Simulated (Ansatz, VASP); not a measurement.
# One calculation of Rb, two programs

Contents of INCAR:

```
PREC     = Accurate       # precision mode
ENCUT    = 520            # plane-wave cutoff, eV
EDIFF    = 1E-7           # SCF threshold, eV
ISMEAR   = 0              # smearing method
SIGMA    = 0.15           # smearing width, eV
LREAL    = False          # projectors in reciprocal space
LASPH    = True           # aspherical terms in the spheres
NELM     = 80             # most SCF steps
ALGO     = Fast           # electronic algorithm
ISIF     = 2              # what is computed and relaxed
LWAVE    = False          # write WAVECAR
LCHARG   = False          # write CHGCAR
GGA      = PE             # functional
IVDW     = 12             # dispersion correction
NBANDS   = 26             # bands
```

KPOINTS

```
regular mesh
0
Gamma
  8 4 4
```

The input POSCAR:

```
Rb
1.0
   -4.9523827113      0.0000000000      0.0000000000
    0.0000000000      0.0000000000     -8.0990821851
    0.0000000000     -8.5777784745      0.0000000000
Rb
4
Direct
    0.4715335117      0.7531937645      0.1692617151
    0.0129769792      0.7370974409      0.6810969962
    1.0043988782      0.2552874227      0.3165439047
    0.5110906309      0.2544213719      0.8330973840
```

Input for Ansatz:

```yaml
crystal:
  lattice:
    - [-4.9523827113, 0.0, 0.0]
    - [0.0, 0.0, -8.0990821851]
    - [0.0, -8.5777784745, 0.0]
  atoms:
    - { symbol: Rb, position: [0.4715335117, 0.7531937645, 0.1692617151] }
    - { symbol: Rb, position: [0.0129769792, 0.7370974409, 0.6810969962] }
    - { symbol: Rb, position: [1.0043988782, 0.2552874227, 0.3165439047] }
    - { symbol: Rb, position: [0.5110906309, 0.2544213719, 0.833097384] }
basis:
  ecutwfc: 420
kpoints:
  mp_grid: { grid: [8, 4, 4] }
hamiltonian:
  xc: pbe
  dispersion: d3bj
scf:
  occupations: { method: gaussian, width: 0.15 }
output:
  forces: true
  stress: true
  eigenvalues: true
```

Change from the starting cell: all atoms moved at random, sigma 0.1 Å a component.

Alike in both runs: task single point; functional PBE; dispersion D3(BJ); k mesh 8 × 4 × 4; occupations gaussian, width 0.15 eV; no spin polarisation.

|  | VASP | Ansatz |
| --- | --- | --- |
| version | VASP 6.6.1 | Ansatz 0.2.0 |
| potentials or method | VASP PAW PBE potentials, release 64 (Rb_sv), cutoff 520 eV | scalar-relativistic, plane waves, PAW |
| valence electrons in the cell | 36 | 36 |

|  | VASP | Ansatz | Ansatz less VASP |
| --- | --- | --- | --- |
| gap on the k mesh at the Fermi level (eV) | none | none | - |
| pressure (GPa) | 0.0 | 0.0 | 0.00 |
| traceless stress, the component that is largest in VASP (GPa) | -0.06 | -0.06 | 0.000 |
| rms of the force components (eV/Å) | 0.037 | 0.037 | +0.0001 |

Atom by atom the forces differ by 0.000 eV/Å (rms over components). A gap of «none» marks a metal or a gap that the smearing closes.
